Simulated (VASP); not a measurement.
Set up this calculation in VASP 6.6.1, as the native input.

```yaml
Task: single point
Functional: PBE
Potentials_or_basis: VASP PAW PBE potentials, release 64 (Li_sv, Pb_d)
Cutoff: 520 eV
k_mesh: 18 × 18 × 6
Occupations: gaussian, width 0.1 eV
Spin: no spin polarisation
Dipole_correction: no
k_mesh_for_the_DOS: 27 × 27 × 9
Occupations_for_the_DOS: tetrahedron
Further_INCAR_settings: ALGO = Fast; EDIFF = 1e-07
```

The system is LiPb2.

```xyz
3
Lattice="3.5558 0.0000 0.0000 -1.7779 3.0794 0.0000 0.0000 0.0000 7.4832" Properties=species:S:1:pos:R:3 pbc="T T T"
Li    0.0000    0.0000    0.0000
Pb    1.7779    1.0265    5.1119
Pb    0.0000    2.0530    2.3713
```

One way to write it, as run:

POSCAR

```
LiPb2
1.0
    3.5558322980      0.0000000289      0.0000000000
   -1.7779161740      3.0794410873      0.0000000000
    0.0000000000      0.0000000000      7.4831756000
Li Pb
1 2
Direct
    0.0000000000      0.0000000000      0.0000000000
    0.6666666667      0.3333333333      0.6831160000
    0.3333333333      0.6666666667      0.3168840000
```

INCAR.step1

```
SYSTEM = LiPb2
  PREC = Accurate
  ENCUT = 520
  EDIFF = 1E-7
  ISMEAR = 0
  SIGMA = 0.1
  LREAL = .FALSE.
  LASPH = .TRUE.
  NELM = 80
  ALGO = Fast
  ISIF = 2
  LWAVE = .FALSE.
  LCHARG = .TRUE.
  GGA = PE
  NBANDS = 22
```

KPOINTS.step1

```
Automatic mesh
0
G
  18 18 6
  0 0 0
```

INCAR.step2

```
SYSTEM = LiPb2
  PREC = Accurate
  ENCUT = 520
  EDIFF = 1E-7
  ISMEAR = -5
  SIGMA = 0.1
  LREAL = .FALSE.
  LASPH = .TRUE.
  NELM = 80
  ALGO = Fast
  ISIF = 2
  LWAVE = .FALSE.
  LCHARG = .FALSE.
  GGA = PE
  LORBIT = 11
  NEDOS = 2001
  ICHARG = 11
```

KPOINTS.step2

```
Automatic mesh
0
G
  27 27 9
  0 0 0
```

Potentials or basis: VASP PAW PBE potentials, release 64 (Li_sv, Pb_d).

Command:

```sh
$ cat potpaw_PBE.64/Li_sv/POTCAR potpaw_PBE.64/Pb_d/POTCAR > POTCAR
$ cp INCAR.step1 INCAR
$ cp KPOINTS.step1 KPOINTS
$ mpirun -np 1 vasp_std > vasp.out
$ cp INCAR.step2 INCAR
$ cp KPOINTS.step2 KPOINTS
$ mpirun -np 1 vasp_std > vasp.out
```

It gave:

| Item | Value |
| --- | --- |
| Valence electrons inside the program's atomic spheres | Li 2.06; Pb 11.96 |

It took 36 min on 1 thread of Intel(R) Xeon(R) 6975P-C (Granite Rapids), with other jobs on the host, peak memory 0.88 GiB.
